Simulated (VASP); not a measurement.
The system is CCl2F2.

```
C Cl F
1.0
    -2.17415    2.17415    5.28946
     2.17415   -2.17415    5.28946
     2.17415    2.17415   -5.28946
C Cl F
1 2 2
Direct
  0.00000 0.00000 0.00000
  0.63068 0.63068 0.00000
  0.36932 0.36932 0.00000
  0.75000 0.25000 0.50000
  0.25000 0.75000 0.50000
```

```yaml
Program: VASP 6.6.1
Task: relaxation of cell and atoms
Functional: PBEsol
Potentials_or_basis: VASP PAW PBE potentials, release 64 (C, Cl, F)
Cutoff: 600 eV
k_mesh: 8 × 8 × 8
Occupations: fermi-dirac, width 0.03 eV
Spin: no spin polarisation
```

At the start: pressure -7.5 GPa; volume 20.00 Å³/atom.

Q: Where does the relaxation end?

A: Over 22 steps the energy falls by 589.2 meV/atom and the volume is 12.40 Å³/atom (-38.0 %); space group I4/mmm (No. 139, to 0.1 Å) before and after.

Step by step:
| step | energy change (eV) | largest force (eV/Å) | pressure (GPa) | volume (Å³) |
| --- | --- | --- | --- | --- |
| 1 | 0.0000 | 0.7287 | -7.48 | 100.01 |
| 2 | -0.6243 | 1.2809 | -5.78 | 87.10 |
| 3 | -1.0579 | 2.1234 | 0.23 | 73.44 |
| 4 | -1.0669 | 2.4653 | 4.84 | 68.38 |
| 5 | -1.3902 | 2.1530 | 8.08 | 64.33 |
| 6 | -1.4951 | 0.0911 | 14.58 | 59.90 |
| 7 | -1.5175 | 1.1588 | 11.59 | 61.60 |
| 8 | -1.9988 | 1.0353 | 5.87 | 64.02 |
| 9 | -2.0651 | 2.8964 | 3.47 | 66.07 |
| 10 | -2.4636 | 0.9800 | -2.92 | 69.08 |
| 11 | -2.5709 | 0.2092 | -6.14 | 71.17 |
| 12 | -2.5772 | 0.1180 | -6.68 | 71.66 |
| 13 | -2.7300 | 0.1391 | -5.78 | 69.03 |
| 14 | -2.9171 | 0.3085 | -2.17 | 63.91 |
| 15 | -2.9269 | 0.3358 | 0.52 | 61.64 |
| 16 | -2.9304 | 0.3348 | -0.54 | 62.43 |
| 17 | -2.9400 | 0.2287 | -0.18 | 62.12 |
| 18 | -2.9448 | 0.0231 | 0.19 | 61.78 |
| 19 | -2.9449 | 0.0135 | 0.19 | 61.72 |
| 20 | -2.9449 | 0.0233 | 0.26 | 61.70 |
| 21 | -2.9458 | 0.0132 | 0.14 | 61.85 |
| 22 | -2.9460 | 0.0004 | -0.06 | 62.00 |

Final structure:
```
CELL_PARAMETERS angstrom
-1.61415 1.61415 5.94890
1.61415 -1.61415 5.94890
1.61415 1.61415 -5.94890
ATOMIC_POSITIONS crystal
C 0.00000 0.00000 0.00000
Cl 0.59860 0.59860 0.00000
Cl 0.40140 0.40140 0.00000
F 0.75000 0.25000 0.50000
F 0.25000 0.75000 0.50000
```

Caveat: the volume moved by over 15 % at a fixed basis, so the end points are rough; the PAW data sets were made with another functional, which shifts forces and pressure a little.
